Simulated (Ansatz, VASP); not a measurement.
Li in VASP and in Ansatz

```
Li
1.0
     3.11100    0.00000    0.00000
    -1.55550    2.69421    0.00000
     0.00000    0.00000    5.09300
Li
2
Direct
  0.33333 0.66667 0.25000
  0.66667 0.33333 0.75000
```

Alike in both runs: task relaxation of cell and atoms; functional PBE; k mesh 18 × 18 × 8; occupations gaussian, width 0.1 eV; no spin polarisation.

|  | VASP | Ansatz |
| --- | --- | --- |
| version | VASP 6.6.1 | Ansatz 0.2.0 |
| potentials or method | VASP PAW PBE potentials, release 64 (Li_sv), cutoff 600 eV | scalar-relativistic, plane waves, PAW |
| valence electrons in the cell | 6 | 6 |

|  | VASP | Ansatz | Ansatz less VASP |
| --- | --- | --- | --- |
| gap on the k mesh at the Fermi level, each at its own relaxed structure (eV) | none | none | - |
| relaxed volume (Å³/atom) | 20.01 | 20.18 | +0.167 |
| relaxed length of the cell vector where the two differ most in proportion (Å) | 4.995 | 5.014 | +0.0195 |

A gap of «none» marks a metal or a gap that the smearing closes.

Noted on VASP's run: the cutoff is under 1.25 times that of the potentials, so the pressure is a little rough.
